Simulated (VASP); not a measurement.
# Si (a cell with a defect) in VASP: notebook

The runs below take Si (a cell with a defect) through single point, with LDA.

Program: VASP 6.6.1. These are calculated values, not measurements. Logs are shortened: lines on timing, memory, paths and dates and some standing lists are left out, and cuts for length are marked.

### Step 1. The cell of the first run

The cell holds a defect, 63 atoms: a = 10.860 Å, b = 10.860 Å, c = 10.860 Å, α = 90.00°, β = 90.00°, γ = 90.00°.

### Step 2. Single point, LDA, collinear spin

File INCAR:

```
  PREC = Accurate
  ENCUT = 520
  EDIFF = 1E-6
  ISMEAR = 0
  SIGMA = 0.02
  LREAL = Auto
  LASPH = T
  NELM = 150
  ALGO = Normal
  ISIF = 2
  LWAVE = F
  LCHARG = F
  ISPIN = 2
  MAGMOM = 0 0 0 0 0 0 0 0 0 0 0 0 0 0 0 0 0 0 0 0 0 0 0 0 0 0 0 0.1 0 0 0 0 0 0 0 0 0 0 0 0 0 0 0 0 0 0 0 0 0 0 0 0 0 0 0 0 0 0 0 0 0 0 0
  LORBIT = 11
  GGA = CA
  NBANDS = 167
  NELECT = 251.0
```

File KPOINTS:

```
Automatic mesh
0
Gamma
  1 1 1
```

File POSCAR:

```
Si
1.0
   10.8600000000      0.0000000000      0.0000000000
    0.0000000000     10.8600000000      0.0000000000
    0.0000000000      0.0000000000     10.8600000000
Si
63
Direct
    0.4997423573     -0.0014992634     -0.0000331492
    0.6240218232      0.1256305709      0.1230287293
    0.7511503683      0.2499745856      0.0000238490
    0.8752562615      0.3749788214      0.1258123389
    0.7492924494      0.0004256906      0.2486704420
    0.8760129834      0.1241001842      0.3759815838
    0.0000267035     -0.0013971455     -0.0002417127
    0.1250318600      0.1241061694      0.1247471455
    0.2490011050      0.2512200737      0.0013897790
    0.3772373849      0.3724690608      0.1252017495
    0.4985239411      0.5006527624      0.0013588398
    0.6255448435      0.6246645488      0.1247484346
    0.7510454880      0.7496784530     -0.0002261510
    0.8753522099      0.8743115101      0.1247953959
    0.2500446593     -0.0005232044      0.2498043278
    0.3754190608      0.1226326888      0.3751593923
    0.4992675875      0.2504431860      0.2530692449
    0.6271104972      0.3742517495      0.3751673112
    0.7502194291      0.4996493554      0.2497918969
    0.8752425414      0.6236350829      0.3744613260
    0.5001880295     -0.0018974217      0.4999455801
    0.6250089319      0.1246154696      0.6247736648
    0.7515391344      0.2494721915      0.5000033149
    0.8760256906      0.3734346225      0.6253893186
    0.7498777164     -0.0001515654      0.7495858195
    0.8753058932      0.1236186004      0.8751103131
    0.0000596685      0.4979491713     -0.0002170350
    0.1223548803      0.6273318600      0.1219252302
    0.2517047882      0.7496334254     -0.0001422652
    0.3747220994      0.8744585635      0.1258120626
    0.0016348987      0.2511327808      0.2487709024
    0.1253062615      0.3723179558      0.3771099448
    0.3772116943      0.6241876611      0.3769353591
    0.4985100368      0.7480284530      0.2487924494
    0.6256003683      0.8736817680      0.3759307551
    0.0002343462     -0.0015320442      0.4994406998
    0.1233162983      0.1255999079      0.6237337017
    0.2533040516      0.2504290055      0.4990541436
    0.3754443831      0.3742849908      0.6267966851
    0.4992903315      0.4963826888      0.4990006446
    0.6240484346      0.6263608656      0.6237149171
    0.7511618785      0.7494779006      0.4994482505
    0.8753302026      0.8743454880      0.6257978821
    0.2489314917      0.0004727440      0.7489683241
    0.3762333333      0.1241318600      0.8757938306
    0.5002158379      0.2494651934      0.7512833333
    0.6256077348      0.3734390424      0.8757424494
    0.7492339779      0.5008009208      0.7490081031
    0.8752974217      0.6246757827      0.8750341621
    0.0001760589      0.7495010129      0.2514541436
    0.1260728361      0.8744025783      0.3744298343
    0.0015956722      0.5006227440      0.4983077348
    0.1250411602      0.6246439227      0.6253071823
    0.2490553407      0.7480539595      0.4982776243
    0.3762520258      0.8736171271      0.6253554328
    0.0002527624      0.2498667587      0.7509019337
    0.1260183241      0.3749534991      0.8749357274
    0.2500738490      0.4996452118      0.7499846225
    0.3747193370      0.6236935543      0.8749925414
    0.4998006446      0.7494113260      0.7508952118
    0.6261069061      0.8743682320      0.8750265193
    0.0000575506      0.7496798343      0.7507818600
    0.1250715470      0.8744148250      0.8750055249
```

Potentials or basis: VASP PAW LDA potentials, release 64 (Si).

The run is started by

```
> cat potpaw_LDA.64/Si/POTCAR > POTCAR
> mpirun -np 1 vasp_gam > vasp.out
```

OUTCAR:

```text
PREC = Accurate
   ENCUT = 520
   EDIFF = 1E-6
   ISMEAR = 0
   LREAL = Auto
   LASPH = T
   NELM = 150
   ISIF = 2
   ISPIN = 2
   LORBIT = 11
   GGA = CA
   NELECT = 251.0

 ion  position               nearest neighbor table
   1  0.500  0.999  1.000-  45 2.34   2 2.35  30 2.35  61 2.35
   2  0.624  0.126  0.123-   1 2.35   3 2.35   5 2.36  17 2.38
   3  0.751  0.250  0.000-  47 2.34   2 2.35   4 2.35  26 2.35
   4  0.875  0.375  0.126-  31 2.34  19 2.34  27 2.34   3 2.35
   5  0.749  0.000  0.249-  14 2.36   2 2.36  35 2.37   6 2.37
   6  0.876  0.124  0.376-  36 2.34  23 2.34   5 2.37  31 2.38
   7  0.000  0.999  1.000-  63 2.34  14 2.35  26 2.35   8 2.35
   8  0.125  0.124  0.125-   9 2.35  31 2.35  15 2.35   7 2.35
   9  0.249  0.251  0.001-  57 2.34  10 2.34   8 2.35  45 2.38
  10  0.377  0.372  0.125-  17 2.33   9 2.34  11 2.34
  11  0.499  0.501  0.001-  59 2.34  10 2.34  12 2.35  47 2.38
  12  0.626  0.625  0.125-  11 2.35  34 2.35  19 2.35  13 2.35
  13  0.751  0.750  1.000-  14 2.34  49 2.34  61 2.35  12 2.35
  14  0.875  0.874  0.125-  13 2.34   7 2.35   5 2.36  50 2.36
  15  0.250  0.999  0.250-  51 2.34  30 2.34  16 2.34   8 2.35
  16  0.375  0.123  0.375-  17 2.34  38 2.34  15 2.34  21 2.35
[... 45 lines left out ...]
  62  0.000  0.750  0.751-  63 2.34  49 2.35  43 2.35  53 2.35
  63  0.125  0.874  0.875-  62 2.34   7 2.34  44 2.36  29 2.36

  LATTYP: Found a simple cubic cell.
 ALAT       =    10.8600000000

  Lattice vectors:

 A1 = (  10.8600000000,   0.0000000000,   0.0000000000)
 A2 = (   0.0000000000,  10.8600000000,   0.0000000000)
 A3 = (   0.0000000000,   0.0000000000,  10.8600000000)

Analysis of symmetry for initial positions (statically):
=====================================================================
 Subroutine PRICEL returns:
 Original cell was already a primitive cell.

 Routine SETGRP: Setting up the symmetry group for a
 simple cubic supercell.

 Subroutine GETGRP returns: Found  1 space group operations
 (whereof  1 operations were pure point group operations)
 out of a pool of 48 trial point group operations.

The static configuration has the point symmetry C_1 .

Analysis of symmetry for dynamics (positions and initial velocities):
=====================================================================
 Subroutine PRICEL returns:
 Original cell was already a primitive cell.

 Routine SETGRP: Setting up the symmetry group for a
 simple cubic supercell.

 Subroutine GETGRP returns: Found  1 space group operations
 (whereof  1 operations were pure point group operations)
 out of a pool of 48 trial point group operations.

The dynamic configuration has the point symmetry C_1 .

Analysis of structural, dynamic, and magnetic symmetry:
=====================================================================
 Subroutine PRICEL returns:
 Original cell was already a primitive cell.

 Routine SETGRP: Setting up the symmetry group for a
 simple cubic supercell.

 Subroutine GETGRP returns: Found  1 space group operations
 (whereof  1 operations were pure point group operations)
 out of a pool of 48 trial point group operations.

The overall configuration has the point symmetry C_1 .

 Subroutine INISYM returns: Found  1 space group operations
 (whereof  1 operations are pure point group operations),
 and found     1 'primitive' translations

----------------------------------------------------------------------------------------

                                     Primitive cell

  volume of cell :    1280.8241

  direct lattice vectors                    reciprocal lattice vectors
    10.860000000  0.000000000  0.000000000     0.092081031  0.000000000  0.000000000
     0.000000000 10.860000000  0.000000000     0.000000000  0.092081031  0.000000000
     0.000000000  0.000000000 10.860000000     0.000000000  0.000000000  0.092081031

  length of vectors
    10.860000000 10.860000000 10.860000000     0.092081031  0.092081031  0.092081031

  position of ions in fractional coordinates (direct lattice)
[... 175 lines left out ...]
   ENCUT  =  520.0 eV  38.22 Ry    6.18 a.u.  20.19 20.19 20.19*2*pi/ulx,y,z
   NELM   =    150;   NELMIN=  2; NELMDL= -5     # of ELM steps
   EDIFF  = 0.1E-05   stopping-criterion for ELM
   LREAL  =      T    real-space projection
   EDIFFG = 0.1E-04   stopping-criterion for IOM
   NSW    =      0    number of steps for IOM
   IBRION =     -1    ionic relax: 0-MD 1-quasi-New 2-CG
   NFREE  =      0    steps in history (QN), initial steepest desc. (CG)
   ISIF   =      2    stress and relaxation
   ISYM   =      2    0-nonsym 1-usesym 2-fastsym
   POTIM  = 0.5000    time-step for ionic-motion
   TEBEG  =    0.0;   TEEND  =   0.0 temperature during run
   PSTRESS=    0.0 pullay stress
   NELECT =     251.0000    total number of electrons
   NUPDOWN=      -1.0000    fix difference up-down
   EMIN   =  10.00;   EMAX   =-10.00  energy-range for DOS
   EFERMI =   0.00;   METHOD = LEGACY
   ISMEAR =     0;   SIGMA  =   0.02  broadening in eV -4-tet -1-fermi 0-gaus
   EFERMI_NEDOS =   21; number of points for ismear=-14 and -15
   IALGO  =     38    algorithm
   IMIX   =      4    mixing-type and parameters
     AMIX     =   0.40;   BMIX     =  1.00
     AMIX_MAG =   1.60;   BMIX_MAG =  1.00
  volume/ion in A,a.u.               =      20.33       137.20
  Fermi-wavevector in a.u.,A,eV,Ry     =   0.950903  1.796946 12.302614  0.904217
  Thomas-Fermi vector in A             =   2.079323
   LORBIT       =     11    0 simple, 1 ext, 2 COOP (PROOUT), +10 PAW based schemes
   GGA     = CA    functional components
   LHFCALC =     F    Hartree Fock is set to
   AEXX    =    0.0000 exact exchange contribution
   IVDW    =     0    specifies the selected vdW correction
   LEPSILON=     F    determine dielectric tensor
   LRPA    =     F    only Hartree local field effects (RPA)
 spin polarized calculation
 Gauss-broadening in eV      SIGMA  =   0.02
  energy-cutoff  :      520.00
  volume of cell :     1280.82
 maximum number of plane-waves:     17229
 NGX is ok and might be reduce to    84
   NGX = 41   NGY = 41   NGZ = 41

 number of electron     250.9999981 magnetization       0.9995412

 Free energy of the ion-electron system (eV)
  ---------------------------------------------------
  ext. energy  EPLUGINS =         0.00000000
  ---------------------------------------------------
  free energy    TOTEN  =      -371.46959482 eV

  energy without entropy =     -371.46481357  energy(sigma->0) =     -371.46720420

 E-fermi :   6.1822     XC(G=0):  -9.5207

 val. band max:        6.1628155027   @ k =   0.0000   0.0000   0.0000
 cond. band min:       6.2063014344   @ k =   0.0000   0.0000   0.0000
 fundamental gap:      0.0434859318
 Fermi energy:         6.1822064293

 spin component 1

 k-point     1 :       0.0000    0.0000    0.0000
  band No.  band energies     occupation
      1      -6.2853      1.00000
      2      -5.2379      1.00000
      3      -5.2377      1.00000
      4      -5.2357      1.00000
      5      -5.2319      1.00000
      6      -5.2314      1.00000
[... 129 lines left out ...]
    136       6.7042      0.00000
    137       6.7429      0.00000
 Fermi energy:         6.1822064293

 spin component 2

 k-point     1 :       0.0000    0.0000    0.0000
  band No.  band energies     occupation
      1      -6.2744      1.00000
      2      -5.2285      1.00000
      3      -5.2281      1.00000
      4      -5.2221      1.00000
      5      -5.2218      1.00000
      6      -5.2198      1.00000
[... 129 lines left out ...]
    136       6.7160      0.00000
    137       6.7584      0.00000
 [bands above 137 left out]

------------------------ aborting loop because EDIFF is reached ----------------------------------------

  FORCE on cell =-STRESS in cart. coord.  units (eV):
  Direction    XX          YY          ZZ          XY          YZ          ZX
  --------------------------------------------------------------------------------------
  -------------------------------------------------------------------------------------
  Total      -18.6351084    -18.6290484    -18.5983393     -1.7604275     -1.8690789      1.8576100
  in kB      -23.3105774    -23.3029969    -23.2645830     -2.2021112     -2.3380228      2.3236764
  external PRESSURE =     -23.2927191 kB  Pullay stress =       0.0000000 kB

 VOLUME and BASIS-vectors are now :
 -----------------------------------------------------------------------------
  energy-cutoff  :      520.00
  volume of cell :     1280.82
      direct lattice vectors                 reciprocal lattice vectors
    10.860000000  0.000000000  0.000000000     0.092081031  0.000000000  0.000000000
     0.000000000 10.860000000  0.000000000     0.000000000  0.092081031  0.000000000
     0.000000000  0.000000000 10.860000000     0.000000000  0.000000000  0.092081031

 POSITION                                       TOTAL-FORCE (eV/Angst)
 -----------------------------------------------------------------------------------
      5.42720     10.84372     10.85964        -0.001084      0.000902     -0.000053
      6.77688      1.36435      1.33609        -0.003522      0.004481      0.000682
      8.15749      2.71472      0.00026         0.002374     -0.000329     -0.000881
      9.50528      4.07227      1.36632        -0.002107     -0.000965     -0.002228
      8.13732      0.00462      2.70056        -0.000223      0.000421      0.004259
      9.51350      1.34773      4.08316        -0.000603     -0.001379      0.000054
[... 55 lines left out ...]
      0.00062      8.14152      8.15349        -0.000479     -0.003494      0.002654
      1.35828      9.49614      9.50256        -0.007050      0.001070      0.002188
 -----------------------------------------------------------------------------------
    total drift:                                0.006398     -0.011358     -0.006607

  FREE ENERGIE OF THE ION-ELECTRON SYSTEM (eV)
  ---------------------------------------------------
  free  energy   TOTEN  =      -371.4695948177 eV

  energy  without entropy=     -371.4648135730  energy(sigma->0) =     -371.46720420

 total charge

# of ion       s       p       d       tot
------------------------------------------
    1        0.744   0.962   0.000   1.707
    2        0.753   0.944   0.000   1.697
    3        0.744   0.962   0.000   1.707
    4        0.745   0.965   0.000   1.711
    5        0.757   0.938   0.000   1.695
    6        0.752   0.943   0.000   1.695
[... 55 lines left out ...]
   62        0.744   0.963   0.000   1.707
   63        0.750   0.949   0.000   1.699
--------------------------------------------------
tot         47.282  59.829   0.000 107.111

 magnetization (x)

# of ion       s       p       d       tot
------------------------------------------
    1       -0.000   0.001   0.000   0.001
    2        0.002   0.004   0.000   0.006
    3       -0.000   0.001   0.000   0.001
    4        0.000   0.000   0.000   0.001
    5       -0.000   0.002   0.000   0.002
    6        0.001   0.000   0.000   0.001
[... 55 lines left out ...]
   62       -0.000   0.002   0.000   0.002
   63        0.000   0.006   0.000   0.006
--------------------------------------------------
tot          0.075   0.226   0.000   0.302
```

Wall time 24 min (1 thread of Intel Xeon 8259CL, shared host); peak memory 0.85 GiB.

What came out:

```yaml
Free_energy: -371.4696 eV
Largest_force: 0.012 eV/Å
Net_moment: 1.00 μB per cell
Site_moments: Si +0.00, +0.01, -0.00, +0.10, +0.02 (each value once) μB
Valence_electrons_inside_the_program's_atomic_spheres: Si 1.71, 1.70, 1.65, 1.66 (each value once)
```

Forces on the atoms (eV/Å):
```
Si  -0.001  0.001  0.000
Si  -0.004  0.004  0.001
Si   0.002  0.000 -0.001
Si  -0.002 -0.001 -0.002
Si   0.000  0.000  0.004
Si  -0.001 -0.001  0.000
Si   0.000  0.002  0.001
Si  -0.001 -0.001  0.000
Si   0.001 -0.004  0.000
Si  -0.004  0.005  0.000
Si   0.002  0.000 -0.002
Si   0.000  0.002  0.002
Si   0.000 -0.001  0.000
Si   0.000  0.003 -0.003
Si   0.002 -0.003 -0.003
Si   0.000  0.000  0.003
Si   0.001 -0.002  0.002
Si  -0.002  0.001  0.002
Si   0.002 -0.004 -0.002
Si   0.000 -0.001  0.001
Si   0.000  0.005 -0.001
Si  -0.001  0.005  0.000
Si  -0.002 -0.001 -0.001
Si  -0.002 -0.001  0.000
Si  -0.001 -0.003 -0.003
Si   0.000 -0.002 -0.001
Si   0.005 -0.001  0.004
Si  -0.003 -0.002  0.006
Si   0.005 -0.002  0.000
Si  -0.001 -0.001  0.001
Si  -0.003 -0.002 -0.002
Si   0.003  0.008 -0.006
Si  -0.006  0.000 -0.003
Si   0.003  0.003 -0.001
Si  -0.001 -0.002 -0.001
Si   0.000  0.003  0.000
Si  -0.005  0.004 -0.004
Si   0.007 -0.004 -0.002
Si   0.000 -0.002  0.004
Si   0.001 -0.007 -0.001
Si  -0.003  0.002 -0.001
Si   0.001 -0.002  0.001
Si   0.001  0.000  0.001
Si   0.011 -0.001  0.003
Si  -0.003  0.000 -0.002
Si  -0.001  0.001 -0.001
Si  -0.001  0.002  0.002
Si   0.003 -0.006 -0.001
Si  -0.002  0.009  0.001
Si   0.003 -0.004  0.001
Si   0.001  0.000  0.000
Si  -0.002  0.004  0.003
Si  -0.001  0.004 -0.004
Si   0.001 -0.002  0.000
Si  -0.002  0.001  0.000
Si   0.002  0.002  0.002
Si   0.002  0.000  0.000
Si   0.002 -0.005 -0.002
Si   0.002 -0.003  0.000
Si  -0.002  0.002  0.002
Si   0.001 -0.001  0.001
Si   0.000 -0.003  0.003
Si  -0.007  0.001  0.002
```

Levels at points of the mesh, in eV from the Fermi level:
Spin up:
```tsv
k point	band 123	band 124	band 125	band 126	band 127	band 128	band 129	band 130
(0.00, 0.00, 0.00)	-0.85	-0.85	-0.84	-0.02	0.02	0.02	0.12	0.12
```
Spin down:
```
           k point  band 121  band 122  band 123  band 124  band 125  band 126  band 127  band 128  band 129  band 130
(0.00, 0.00, 0.00)     -1.71     -1.71     -0.83     -0.83     -0.81      0.05      0.05      0.07      0.13      0.13
```

Caveat: the k points lie up to 0.58 Å⁻¹ apart; the cell carries a net charge on a neutralising background, which shifts energy and pressure; the cell is charged against a uniform background, so pressure and absolute levels hang on convention.

[end of part 1 of 2]
